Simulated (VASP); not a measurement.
Here is a VASP 6.6.1 calculation.

Contents of INCAR:

```
SYSTEM = Li8CaCl10
PREC = Accurate
ENCUT = 520
EDIFF = 1E-7
ISMEAR = -1
SIGMA = 0.05
LREAL = Auto
LASPH = .TRUE.
NELM = 60
ALGO = Normal
ISIF = 2
LWAVE = .FALSE.
LCHARG = .FALSE.
GGA = PE
ISYM = 0
NBANDS = 67
```

The input KPOINTS:

```
regular mesh
0
G
  1 1 1
  0 0 0
```

Contents of POSCAR:

```
Li8CaCl10
1.0
    7.6216650000     -0.1881850000     -0.0394400000
   -0.1881850000      7.3227830000     -0.1529230000
   -0.0394400000     -0.1529230000      7.6842230000
Li Cl Ca
8 10 1
Direct
    0.4703784579      0.8498560811      0.6212439785
    0.8753820028      0.6720174855      0.3925142459
    0.6479232267      0.3060972557      0.2969033307
    0.2202299106      0.8416693256      1.0027652068
    0.3691566226      0.3807967748      0.8714216288
    0.1662218282      0.0811191293      0.3257019961
    0.7524499008      0.7623029095      0.9165593284
    0.2989744526      0.4765369166      0.4068970939
    0.9766546439      0.3543357891      0.3733731245
    0.7945310130     -0.0539617482      0.5429007345
    0.1116024175      0.5861619711      0.8324124959
    0.1661446018      0.7716954710      0.3130827580
    0.9660174845      1.0246228904     -0.0014707882
    0.5836655281      0.5498319464      0.5112830171
    0.4882831746      0.8786370267      0.8979075306
    0.7080619650      0.4396094168      0.9444015816
    0.2767405264      0.1476074591      0.6390992585
    0.3632984761      0.2532548792      0.1986437650
    0.9354248699      0.2629994242      0.7372323549
```

Potentials or basis: VASP PAW PBE potentials, release 64 (Li_sv, Cl, Ca_sv).

Command:

```sh
$ cat potpaw_PBE.64/Li_sv/POTCAR potpaw_PBE.64/Cl/POTCAR potpaw_PBE.64/Ca_sv/POTCAR > POTCAR
$ mpirun -np 1 vasp_gam > vasp.out
```

(1) What does it give for the band gap on the k mesh?

(2) Estimate the largest force.

## Answers

(1) 5.02 eV.

(2) 0.914 eV/Å.

Caveat: the k points lie up to 0.86 Å⁻¹ apart.
